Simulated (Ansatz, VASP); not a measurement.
## Au in VASP and in Ansatz

Contents of INCAR:

```
SYSTEM = Au
PREC = Accurate
ENCUT = 520
EDIFF = 1E-8
ISMEAR = -1
SIGMA = 0.03
LREAL = .False.
LASPH = .True.
NELM = 100
ALGO = Normal
ISIF = 2
LWAVE = .False.
LCHARG = .False.
LEFG = .True.
NBANDS = 18
```

File KPOINTS:

```
Automatic mesh
0
Gamma
  14 14 8
  0 0 0
```

Contents of POSCAR:

```
Au
1.0
    2.8999984104      0.0000000000      0.0000000000
   -1.4499992052      2.5114722944      0.0000000000
    0.0000000000      0.0000000000      4.8800000000
Au
2
Direct
    0.3333333333      0.6666666667      0.7500000000
    0.6666666667      0.3333333333      0.2500000000
```

Input for Ansatz:

```yaml
crystal:
  lattice:
    - [2.8999984104, 0.0, 0.0]
    - [-1.4499992052, 2.5114722944, 0.0]
    - [0.0, 0.0, 4.88]
  atoms:
    - { symbol: Au, position: [0.3333333333, 0.6666666667, 0.75] }
    - { symbol: Au, position: [0.6666666667, 0.3333333333, 0.25] }
kpoints:
  mp_grid: { grid: [14, 14, 8] }
  band_path:
    path:
      - [0.0, 0.0, 0.0]
      - [0.5, 0.0, 0.0]
      - [0.3333333333, 0.3333333333, 0.0]
      - [0.0, 0.0, 0.0]
      - [0.0, 0.0, 0.5]
      - [0.5, 0.0, 0.5]
      - [0.3333333333, 0.3333333333, 0.5]
      - [0.0, 0.0, 0.5]
      - [0.5, 0.0, 0.5]
    npoints: 14
scf:
  occupations: { method: fermi_dirac, width: 0.03 }
hamiltonian:
  xc: lda
  pseudopotentials: { kind: paw }
output:
  forces: true
  stress: true
  eigenvalues: true
  efg: { contact_densities: true }
  populations: true
  bader: true
  dos: { projected: true, de: 0.2, e_range: [-14, 8] }
  write_density: true
  write_potential: true
  elf: true
  volumetric_format: npy
```

Alike in both runs: task electric field gradients; functional LDA; k mesh 14 × 14 × 8; occupations fermi-dirac, width 0.03 eV; no spin polarisation.

```csv
,VASP,Ansatz
version,VASP 6.6.1,Ansatz 0.2.0
potentials or method,"VASP PAW LDA potentials, release 64 (Au)","PAW with Ansatz's default frozen-core files, scalar-relativistic"
plane-wave cutoff (eV),520,420
valence electrons in the cell,22,38
```

|  | VASP | Ansatz | Ansatz less VASP |
| --- | --- | --- | --- |
| pressure (GPa) | -10.3 | -10.7 | -0.40 |
| traceless stress, the component that is largest in VASP (GPa) | -0.04 | 0.08 | +0.116 |
| size of Vzz on the site where it differs most (V/Å²) | 23.0 | 9.9 | -13.01 |

LDA's correlation is that of Perdew and Zunger in VASP and of Perdew and Wang (1992) in Ansatz. VASP's potentials hold 22 valence electrons a cell and Ansatz's 38, so a difference there can come from the potentials and not from the codes.

Spin-orbit coupling is off throughout.
